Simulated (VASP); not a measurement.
InSb2, 6 atoms in the cell. Symmetry: R-3m, No. 166, trigonal system. Conventional cell: a = 6.409 Å, b = 6.409 Å, c = 15.645 Å, α = 90.00°, β = 90.00°, γ = 120.00°. In (site symmetry 3m) has 12 Sb at 3.73 to 3.76 Å and 4 In at 3.91 to 3.95 Å within 4.9 Å. Sb (site symmetry 2/m) has 6 Sb at 3.20 Å and 6 In at 3.73 to 3.76 Å within 4.2 Å. Sb (site symmetry -3m) has 6 Sb at 3.20 Å and 6 In at 3.75 Å within 4.2 Å. The cell was built from a structure type or drawn by symmetry, and may not be a known phase.

| Item | Value |
| --- | --- |
| Program | VASP 6.6.1 |
| Task | single point |
| Functional | PBE |
| Potentials or basis | VASP PAW PBE potentials, release 64 (In_d, Sb) |
| Cutoff | 520 eV |
| k mesh | 6 × 6 × 6 |
| Occupations | gaussian, width 0.1 eV |
| Spin | no spin polarisation |
| Dipole correction | no |
| Further INCAR settings | ALGO = Normal; EDIFF = 1e-06; NBANDS = 32 |

Potentials or basis: VASP PAW PBE potentials, release 64 (In_d, Sb).

Launch:

```sh
$ cat potpaw_PBE.64/In_d/POTCAR potpaw_PBE.64/Sb/POTCAR > POTCAR
$ mpirun -np 1 vasp_std > vasp.out
```

Hardware: 1 thread of Intel(R) Xeon(R) Platinum 8488C (Sapphire Rapids), with other jobs on the host.

Problem. Estimate the wall time of this run.

Solution. Run time: 100 s on 1 thread of Intel(R) Xeon(R) Platinum 8488C (Sapphire Rapids), on a shared host, peak memory 0.41 GiB. Counts: scf iterations 13, k points 32.
